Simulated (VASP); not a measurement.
A run of VASP 6.6.1 is set up as follows.

The input INCAR:

```
SYSTEM = Ta2AlC2N
PREC = Accurate
ENCUT = 600
EDIFF = 1E-6
ISMEAR = 0
SIGMA = 0.1
LREAL = .FALSE.
LASPH = .TRUE.
NELM = 200
ALGO = Normal
ISIF = 2
LWAVE = .FALSE.
LCHARG = .FALSE.
ISPIN = 2
MAGMOM = 1 1 0 0 0 0
LORBIT = 11
LMAXMIX = 4
GGA = PE
NBANDS = 32
GGA_COMPAT = .FALSE.
```

KPOINTS

```
Automatic mesh
0
G
  6 6 6
  0 0 0
```

Contents of POSCAR:

```
Ta2AlC2N
1.0
   -2.0624767382      2.0624767382      5.0436530074
    2.0624767382     -2.0624767382      5.0436530074
    2.0624767382      2.0624767382     -5.0436530074
Ta Al C N
2 1 2 1
Direct
    0.6933723910      0.6933723910      0.0000000000
    0.3066276090      0.3066276090      0.0000000000
    0.0000000000      0.0000000000      0.0000000000
    0.2500000000      0.7500000000      0.5000000000
    0.7500000000      0.2500000000      0.5000000000
    0.5000000000      0.5000000000      0.0000000000
```

Potentials or basis: VASP PAW PBE potentials, release 64 (Ta_pv, Al, C, N).

Run with:

```bash
$ cat potpaw_PBE.64/Ta_pv/POTCAR potpaw_PBE.64/Al/POTCAR potpaw_PBE.64/C/POTCAR potpaw_PBE.64/N/POTCAR > POTCAR
$ mpirun -np 1 vasp_std > vasp.out
```

(1) Estimate the band gap on the k mesh.

(2) What does it give for the largest force?

(3) Predict the pressure.

(4) Estimate the net moment.

## Answers

(1) zero (filled and empty bands overlap).

(2) 0.038 eV/Å.

(3) 0.5 GPa.

(4) 0.00 μB per cell.

Caveat: spin-orbit coupling is left out, which moves the levels of the heavy elements.
